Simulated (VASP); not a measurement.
# Ag (Im-3m) in VASP: a series of runs

The runs below take Ag through single point, with LDA.

All numbers are computed with VASP 6.6.1; they aren't measurements. Logs are shortened: lines on timing, memory, paths and dates and some standing lists are left out, and cuts for length are marked.

## Step 1: The cell of the first run

It takes space group Im-3m (No. 229, cubic). The conventional cell has a = 3.183 Å, b = 3.183 Å, c = 3.183 Å, α = 90.00°, β = 90.00°, γ = 90.00°. Within 3.6 Å of Ag (site symmetry m-3m) lie 14 Ag at 2.76 to 3.18 Å.

## Step 2: Single point, LDA

INCAR

```
SYSTEM = Ag
PREC = Accurate
ENCUT = 520
EDIFF = 1E-6
ISMEAR = -1
SIGMA = 0.1
LREAL = .False.
LASPH = .True.
NELM = 100
ALGO = Normal
ISIF = 2
LWAVE = .False.
LCHARG = .False.
GGA = CA
NBANDS = 12
```

KPOINTS

```
Automatic mesh
0
Gamma
  14 14 14
  0 0 0
```

POSCAR

```
Ag
1.0
   -1.5912945503      1.5912945503      1.5912945503
    1.5912945503     -1.5912945503      1.5912945503
    1.5912945503      1.5912945503     -1.5912945503
Ag
1
Direct
    0.0000000000      0.0000000000      0.0000000000
```

Potentials or basis: VASP PAW LDA potentials, release 64 (Ag).

Command:

```sh
$ cat potpaw_LDA.64/Ag/POTCAR > POTCAR
$ mpirun -np 1 vasp_std > vasp.out
```

OUTCAR:

```text
SYSTEM = Ag
   PREC = Accurate
   ENCUT = 520
   EDIFF = 1E-6
   ISMEAR = -1
   LREAL = .False.
   LASPH = .True.
   NELM = 100
   ISIF = 2
   GGA = CA

 ion  position               nearest neighbor table
   1  0.000  0.000  0.000-

  LATTYP: Found a body centered cubic cell.
 ALAT       =     3.1825891006

  Lattice vectors:

 A1 = (  -1.5912945503,   1.5912945503,   1.5912945503)
 A2 = (   1.5912945503,  -1.5912945503,   1.5912945503)
 A3 = (   1.5912945503,   1.5912945503,  -1.5912945503)

Analysis of symmetry for initial positions (statically):
=====================================================================
 Subroutine PRICEL returns:
 Original cell was already a primitive cell.

 Routine SETGRP: Setting up the symmetry group for a
 body centered cubic supercell.

 Subroutine GETGRP returns: Found 48 space group operations
[... 9 lines left out ...]

 Routine SETGRP: Setting up the symmetry group for a
 body centered cubic supercell.

 Subroutine GETGRP returns: Found 48 space group operations
[... 11 lines left out ...]
                                     Primitive cell

  volume of cell :      16.1180

  direct lattice vectors                    reciprocal lattice vectors
    -1.591294550  1.591294550  1.591294550     0.000000000  0.314209585  0.314209585
     1.591294550 -1.591294550  1.591294550     0.314209585  0.000000000  0.314209585
     1.591294550  1.591294550 -1.591294550     0.314209585  0.314209585  0.000000000

  length of vectors
     2.756203011  2.756203011  2.756203011     0.444359456  0.444359456  0.444359456

  position of ions in fractional coordinates (direct lattice)
     0.000000000  0.000000000  0.000000000

  ion indices of the primitive-cell ions
   primitive index   ion index
                 1           1

----------------------------------------------------------------------------------------

 KPOINTS: Automatic mesh

Automatic generation of k-mesh.
 Grid dimensions read from file:
 generate k-points for:   14   14   14

 Generating k-lattice:

  Cartesian coordinates                     Fractional coordinates (reciprocal lattice)
     0.000000000  0.022443542  0.022443542     0.071428571  0.000000000  0.000000000
     0.022443542  0.000000000  0.022443542     0.000000000  0.071428571  0.000000000
     0.022443542  0.022443542  0.000000000     0.000000000  0.000000000  0.071428571

  Length of vectors
     0.031739961  0.031739961  0.031739961

  Shift w.r.t. Gamma in fractional coordinates (k-lattice)
     0.000000000  0.000000000  0.000000000

 Subroutine IBZKPT returns following result:
 ===========================================

 Found    104 irreducible k-points:

 Following reciprocal coordinates:
            Coordinates               Weight
  0.000000  0.000000  0.000000      1.000000
  0.071429  0.000000  0.000000     12.000000
  0.142857  0.000000  0.000000     12.000000
  0.214286  0.000000  0.000000     12.000000
  0.285714  0.000000  0.000000     12.000000
  0.357143  0.000000  0.000000     12.000000
[... 16 lines left out ...]
  0.285714  0.285714  0.000000     24.000000
  0.357143  0.285714 -0.000000     24.000000
 [... further k-points ...]
   k-points           NKPTS =    104   k-points in BZ     NKDIM =    104   number of bands    NBANDS=     12
   number of dos      NEDOS =    301   number of ions     NIONS =      1
   total plane-waves  NPLWV =   8000
   dimension x,y,z NGX =    20 NGY =   20 NGZ =   20
   dimension x,y,z NGXF=    40 NGYF=   40 NGZF=   40
   ions per type =               1
   NGX,Y,Z   is equivalent  to a cutoff of  12.06, 12.06, 12.06 a.u.
   NGXF,Y,Z  is equivalent  to a cutoff of  24.13, 24.13, 24.13 a.u.
 SYSTEM =  Ag
   PREC   = accura    normal or accurate (medium, high low for compatibility)
   ISTART =      0    job   : 0-new  1-cont  2-samecut
   ICHARG =      2    charge: 1-file 2-atom 10-const
   ISPIN  =      1    spin polarized calculation?
   LNONCOLLINEAR =      F non collinear calculations
   LSORBIT =      F    spin-orbit coupling
   LASPH  =      T    aspherical Exc in radial PAW
   ENCUT  =  520.0 eV  38.22 Ry    6.18 a.u.   5.12  5.12  5.12*2*pi/ulx,y,z
   NELM   =    100;   NELMIN=  2; NELMDL= -5     # of ELM steps
   EDIFF  = 0.1E-05   stopping-criterion for ELM
   LREAL  =      F    real-space projection
   EDIFFG = 0.1E-04   stopping-criterion for IOM
   NSW    =      0    number of steps for IOM
   IBRION =     -1    ionic relax: 0-MD 1-quasi-New 2-CG
   NFREE  =      0    steps in history (QN), initial steepest desc. (CG)
   ISIF   =      2    stress and relaxation
   ISYM   =      2    0-nonsym 1-usesym 2-fastsym
   POTIM  = 0.5000    time-step for ionic-motion
   TEBEG  =    0.0;   TEEND  =   0.0 temperature during run
   PSTRESS=    0.0 pullay stress
   NELECT =      11.0000    total number of electrons
   NUPDOWN=      -1.0000    fix difference up-down
   EMIN   =  10.00;   EMAX   =-10.00  energy-range for DOS
   EFERMI =   0.00;   METHOD = LEGACY
   ISMEAR =    -1;   SIGMA  =   0.10  broadening in eV -4-tet -1-fermi 0-gaus
   EFERMI_NEDOS =   21; number of points for ismear=-14 and -15
   IALGO  =     38    algorithm
   IMIX   =      4    mixing-type and parameters
     AMIX     =   0.40;   BMIX     =  1.00
     AMIX_MAG =   1.60;   BMIX_MAG =  1.00
  volume/ion in A,a.u.               =      16.12       108.77
  Fermi-wavevector in a.u.,A,eV,Ry     =   1.441347  2.723750 28.265839  2.077481
  Thomas-Fermi vector in A             =   2.559989
   LORBIT       =      0    0 simple, 1 ext, 2 COOP (PROOUT), +10 PAW based schemes
   GGA     = CA    functional components
   LHFCALC =     F    Hartree Fock is set to
   AEXX    =    0.0000 exact exchange contribution
   IVDW    =     0    specifies the selected vdW correction
   LEPSILON=     F    determine dielectric tensor
   LRPA    =     F    only Hartree local field effects (RPA)
 non-spin polarized calculation
  energy-cutoff  :      520.00
  volume of cell :       16.12
 maximum number of plane-waves:       466
   NGX = 11   NGY = 11   NGZ = 11

 number of electron      11.0000000 magnetization

 Free energy of the ion-electron system (eV)
  ---------------------------------------------------
  ext. energy  EPLUGINS =         0.00000000
  ---------------------------------------------------
  free energy    TOTEN  =        -3.74007838 eV

  energy without entropy =       -3.72547392  energy(sigma->0) =       -3.73277615

 E-fermi :   9.0032     XC(G=0): -12.9184

 val. band max:        9.0019986070   @ k =   0.2143   0.2143   0.0714
 cond. band min:       9.1611438288   @ k =   0.3571   0.1429   0.0000
 fundamental gap:      0.1591452218
 Fermi energy:         9.0031786886

 k-point     1 :       0.0000    0.0000    0.0000
  band No.  band energies     occupation
      1       0.7200      2.00000
      2       3.8453      2.00000
      3       3.8453      2.00000
      4       3.8453      2.00000
      5       5.3397      2.00000
      6       5.3397      2.00000
      7      27.1216      0.00000
      8      27.1216      0.00000
      9      27.1216      0.00000
     10      34.1034      0.00000
     11      34.1036      0.00000
     12      34.2091      0.00000

 k-point     2 :       0.0714    0.0000    0.0000
  band No.  band energies     occupation
      1       0.8964      2.00000
      2       3.7984      2.00000
      3       3.8518      2.00000
      4       3.9523      2.00000
      5       5.2881      2.00000
      6       5.3431      2.00000
      7      26.7694      0.00000
      8      27.0856      0.00000
      9      27.2709      0.00000
     10      32.1434      0.00000
     11      32.3895      0.00000
     12      33.1412      0.00000

 k-point     3 :       0.1429    0.0000    0.0000
  band No.  band energies     occupation
      1       1.3904      2.00000
      2       3.6694      2.00000
      3       3.8794      2.00000
      4       4.2616      2.00000
      5       5.1786      2.00000
      6       5.3546      2.00000
      7      25.3748      0.00000
      8      26.6681      0.00000
      9      27.6824      0.00000
     10      30.8662      0.00000
     11      31.1112      0.00000
     12      31.1768      0.00000

 k-point     4 :       0.2143    0.0000    0.0000
  band No.  band energies     occupation
      1       2.0281      2.00000
      2       3.4884      2.00000
      3       4.0461      2.00000
      4       4.7365      2.00000
      5       5.1071      2.00000
      6       5.3764      2.00000
      7      22.8870      0.00000
      8      25.6045      0.00000
      9      28.2561      0.00000
     10      28.9497      0.00000
     11      30.3594      0.00000
     12      31.6076      0.00000

 k-point     5 :       0.2857    0.0000    0.0000
  band No.  band energies     occupation
      1       2.3778      2.00000
      2       3.2945      2.00000
      3       4.7606      2.00000
      4       5.1260      2.00000
      5       5.3098      2.00000
      6       5.4078      2.00000
      7      19.9933      0.00000
      8      24.3760      0.00000
      9      26.9500      0.00000
     10      28.8570      0.00000
     11      30.4122      0.00000
     12      32.9898      0.00000

 k-point     6 :       0.3571    0.0000    0.0000
  band No.  band energies     occupation
      1       2.3470      2.00000
      2       3.1256      2.00000
      3       5.1812      2.00000
      4       5.4430      2.00000
      5       5.8789      2.00000
      6       6.1486      2.00000
      7      17.1476      0.00000
      8      23.3605      0.00000
      9      25.3138      0.00000
     10      29.3592      0.00000
     11      30.6793      0.00000
     12      34.8990      0.00000

 k-point     7 :       0.4286    0.0000    0.0000
  band No.  band energies     occupation
      1       2.2330      2.00000
      2       3.0117      2.00000
      3       5.2486      2.00000
      4       5.4715      2.00000
      5       6.3096      2.00000
      6       7.7691      1.99999
      7      14.6773      0.00000
      8      22.7090      0.00000
      9      24.2263      0.00000
     10      29.6821      0.00000
     11      30.9820      0.00000
     12      34.2185      0.00000

 k-point     8 :       0.5000    0.0000    0.0000
  band No.  band energies     occupation
      1       2.1830      2.00000
      2       2.9716      2.00000
      3       5.2751      2.00000
      4       5.4824      2.00000
      5       6.4721      2.00000
      6       8.7175      1.89131
      7      13.4490      0.00000
      8      22.4854      0.00000
      9      23.8424      0.00000
     10      29.7922      0.00000
     11      31.1273      0.00000
     12      33.9367      0.00000
[... 166 lines left out ...]
 k-point    20 :       0.2143    0.2143    0.0000
  band No.  band energies     occupation
      1       2.8366      2.00000
      2       3.4108      2.00000
      3       4.0656      2.00000
      4       5.0672      2.00000
      5       5.5688      2.00000
      6       7.6552      2.00000
      7      18.9195      0.00000
      8      19.5664      0.00000
      9      24.5488      0.00000
     10      29.2265      0.00000
     11      32.6675      0.00000
     12      35.7818      0.00000

 k-point    21 :       0.2857    0.2143    0.0000
  band No.  band energies     occupation
      1       2.7936      2.00000
      2       3.3275      2.00000
      3       4.3263      2.00000
      4       5.1771      2.00000
      5       5.6476      2.00000
      6       9.2940      0.10350
      7      16.4699      0.00000
      8      18.5133      0.00000
      9      23.9405      0.00000
     10      29.6758      0.00000
     11      32.5849      0.00000
     12      36.5173      0.00000

 k-point    22 :       0.3571    0.2143   -0.0000
  band No.  band energies     occupation
      1       2.7357      2.00000
      2       3.2770      2.00000
      3       4.4729      2.00000
      4       5.2685      2.00000
      5       5.7247      2.00000
      6      11.0394      0.00000
      7      14.2086      0.00000
      8      18.0343      0.00000
      9      23.6169      0.00000
     10      30.0837      0.00000
     11      32.3161      0.00000
     12      36.5445      0.00000

 k-point    23 :       0.2857    0.2857    0.0000
  band No.  band energies     occupation
      1       2.8429      2.00000
      2       3.4767      2.00000
      3       4.1320      2.00000
      4       5.2963      2.00000
      5       5.6302      2.00000
      6      11.2201      0.00000
      7      15.6946      0.00000
      8      16.1072      0.00000
      9      23.7598      0.00000
     10      30.1299      0.00000
     11      31.9480      0.00000
     12      38.8313      0.00000

 k-point    24 :       0.3571    0.2857   -0.0000
  band No.  band energies     occupation
      1       2.8494      2.00000
      2       3.5676      2.00000
      3       4.0329      2.00000
      4       5.3894      2.00000
      5       5.5859      2.00000
      6      12.9288      0.00000
      7      13.9995      0.00000
      8      15.6551      0.00000
      9      23.7038      0.00000
     10      30.5401      0.00000
     11      31.4539      0.00000
     12      38.9456      0.00000

 [... further k-points ...]
[... 5 lines left out ...]
  --------------------------------------------------------------------------------------
  -------------------------------------------------------------------------------------
  Total        0.0140355      0.0140355      0.0140355      0.0000000      0.0000000     -0.0000000
  in kB        1.3951686      1.3951686      1.3951686      0.0000000      0.0000000     -0.0000000
  external PRESSURE =       1.3951686 kB  Pullay stress =       0.0000000 kB

 VOLUME and BASIS-vectors are now :
 -----------------------------------------------------------------------------
  energy-cutoff  :      520.00
  volume of cell :       16.12
      direct lattice vectors                 reciprocal lattice vectors
    -1.591294550  1.591294550  1.591294550     0.000000000  0.314209585  0.314209585
     1.591294550 -1.591294550  1.591294550     0.314209585  0.000000000  0.314209585
     1.591294550  1.591294550 -1.591294550     0.314209585  0.314209585  0.000000000

 POSITION                                       TOTAL-FORCE (eV/Angst)
 -----------------------------------------------------------------------------------
      0.00000      0.00000      0.00000         0.000000      0.000000      0.000000
 -----------------------------------------------------------------------------------
    total drift:                                0.000000      0.000000      0.000000

  FREE ENERGIE OF THE ION-ELECTRON SYSTEM (eV)
  ---------------------------------------------------
  free  energy   TOTEN  =        -3.7400783783 eV

  energy  without entropy=       -3.7254739222  energy(sigma->0) =       -3.73277615
```

It took 8.2 s on 1 thread of Intel Xeon Platinum 8488C (Sapphire Rapids), shared host; peak memory 0.13 GiB.

What came out:

* Free energy: -3.7401 eV
* Pressure: 0.1 GPa

Levels at points of the mesh, in eV from the Fermi level:
```
           k point  band 2  band 3  band 4  band 5  band 6  band 7  band 8  band 9  band 10  band 11
(0.00, 0.00, 0.00)   -5.16   -5.16   -5.16   -3.66   -3.66   18.12   18.12   18.12    25.10    25.10
(0.50, 0.00, 0.00)   -6.03   -3.73   -3.52   -2.53   -0.29    4.45   13.48   14.84    20.79    22.12
(0.50, 0.50, 0.50)   -6.76   -2.81   -2.81   -2.81    6.95    6.95    6.95   13.53    14.15    14.15
```

## Step 3: Single point, LDA (volume scaled by 0.88)

INCAR

```
SYSTEM = Ag
PREC = Accurate
ENCUT = 520
EDIFF = 1E-6
ISMEAR = -1
SIGMA = 0.1
LREAL = .FALSE.
LASPH = .TRUE.
NELM = 100
ALGO = Normal
ISIF = 2
LWAVE = .FALSE.
LCHARG = .TRUE.
GGA = CA
LELF = .TRUE.
LVHAR = .TRUE.
NBANDS = 12
```

KPOINTS

```
regular mesh
0
G
  16 16 16
  0 0 0
```

POSCAR

```
Ag
1.0
   -1.5249120613      1.5249120613      1.5249120613
    1.5249120613     -1.5249120613      1.5249120613
    1.5249120613      1.5249120613     -1.5249120613
Ag
1
Direct
    0.0000000000      0.0000000000      0.0000000000
```

Potentials or basis: VASP PAW LDA potentials, release 64 (Ag).

Command:

```sh
$ cat potpaw_LDA.64/Ag/POTCAR > POTCAR
$ mpirun -np 1 vasp_std > vasp.out
```

Wall time 12 s (1 thread of Intel Xeon Platinum 8488C (Sapphire Rapids), shared host); peak memory 0.13 GiB.

The run converged. Its results:

| Quantity | Value |
| --- | --- |
| Free energy | -3.6109 eV |
| Pressure | 24.8 GPa |

Levels at points of the mesh, in eV from the Fermi level:
```
           k point  band 1  band 2  band 3  band 4  band 5  band 6  band 7  band 8  band 9  band 10
(0.00, 0.00, 0.00)   -9.40   -5.82   -5.82   -5.82   -3.99   -3.99   18.37   18.37   18.37    26.68
(0.50, 0.00, 0.00)   -7.87   -6.91   -4.05   -3.79   -2.56   -0.70    5.27   13.77   16.01    22.54
(0.50, 0.50, 0.50)   -7.85   -7.85   -2.91   -2.91   -2.91    7.28    7.28    7.28   15.43    15.43
```

## Step 4: Single point, LDA (volume scaled by 0.92)

INCAR

```
SYSTEM = Ag
ALGO = Normal ; EDIFF = 1E-7
ENCUT = 520 ; GGA = CA
ISIF = 2 ; ISMEAR = -1
LASPH = .True. ; LCHARG = .False.
LREAL = .False. ; LWAVE = .False.
NBANDS = 12 ; NELM = 100
PREC = Accurate ; SIGMA = 0.1
```

KPOINTS

```
k-points
0
Gamma
  16 16 16
  0 0 0
```

POSCAR

```
Ag
1.0
   -1.5476752988      1.5476752988      1.5476752988
    1.5476752988     -1.5476752988      1.5476752988
    1.5476752988      1.5476752988     -1.5476752988
Ag
1
Direct
    0.0000000000      0.0000000000      0.0000000000
```

Command:

```sh
$ cat potpaw_LDA.64/Ag/POTCAR > POTCAR
$ mpirun -np 1 vasp_std > vasp.out
```

Run time: 12 s. Hardware: 1 thread of Intel Xeon Platinum 8488C (Sapphire Rapids), shared host; peak memory 0.13 GiB.

The run converged. Its results:

* Free energy: -3.6890 eV
* Pressure: 14.3 GPa

Levels at points of the mesh, in eV from the Fermi level:
| k point | band 4 | band 5 | band 6 | band 7 | band 8 | band 9 |
| --- | --- | --- | --- | --- | --- | --- |
| (0.00, 0.00, 0.00) | -5.57 | -3.86 | -3.86 | 18.31 | 18.31 | 18.31 |
| (0.50, 0.00, 0.00) | -3.69 | -2.54 | -0.54 | 4.98 | 13.69 | 15.60 |
| (0.50, 0.50, 0.50) | -2.86 | -2.86 | 7.17 | 7.17 | 7.17 | 14.82 |

## Step 5: The runs side by side

```csv
cell,k mesh,gap on the mesh (eV),pressure (GPa)
"a = 2.756 Å, angles 109.5°, 1 atom",14 × 14 × 14,none,0.1
"a = 2.641 Å, angles 109.5°, 1 atom",16 × 16 × 16,none,24.8
"a = 2.681 Å, angles 109.5°, 1 atom",16 × 16 × 16,none,14.3
```

Alike in all rows: task single point; level LDA; potentials or basis VASP PAW LDA potentials, release 64 (Ag); no spin polarisation; cutoff (eV) 520; smearing fermi-dirac 0.1 eV.

Absolute energies hang on the potentials; compare differences alone.
